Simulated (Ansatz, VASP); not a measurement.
# One calculation of NaH, two programs

```
CELL_PARAMETERS angstrom
2.95512 0.00000 0.00000
0.00000 2.95512 0.00000
0.00000 0.00000 2.95512
ATOMIC_POSITIONS crystal
Na 0.94924 0.00000 0.00000
H 0.50000 0.50000 0.50000
```

Alike in both runs: task single point; functional PBE; k mesh 10 × 10 × 10; occupations gaussian, width 0.05 eV; no spin polarisation.

|  | VASP | Ansatz |
| --- | --- | --- |
| version | VASP 6.6.1 | Ansatz 0.2.0 |
| potentials or method | VASP PAW PBE potentials, release 64 (Na_pv, H), cutoff 500 eV | scalar-relativistic, plane waves, PAW |
| valence electrons in the cell | 8 | 10 |

|  | VASP | Ansatz | Ansatz less VASP |
| --- | --- | --- | --- |
| gap on the k mesh at the Fermi level (eV) | 1.04 | 1.04 | +0.002 |
| least direct gap on the mesh (eV) | 4.42 | 4.42 | +0.005 |
| pressure (GPa) | 0.3 | 0.4 | +0.10 |
| traceless stress, the component that is largest in VASP (GPa) | 0.06 | 0.05 | -0.004 |
| rms of the force components (eV/Å) | 0.037 | 0.036 | -0.0007 |

Atom by atom the forces differ by 0.001 eV/Å (rms over components). The functional is the same, so the differences come from potentials, cutoffs and numerics. VASP's potentials hold 8 valence electrons a cell and Ansatz's 10, so a difference there can come from the potentials and not from the codes.
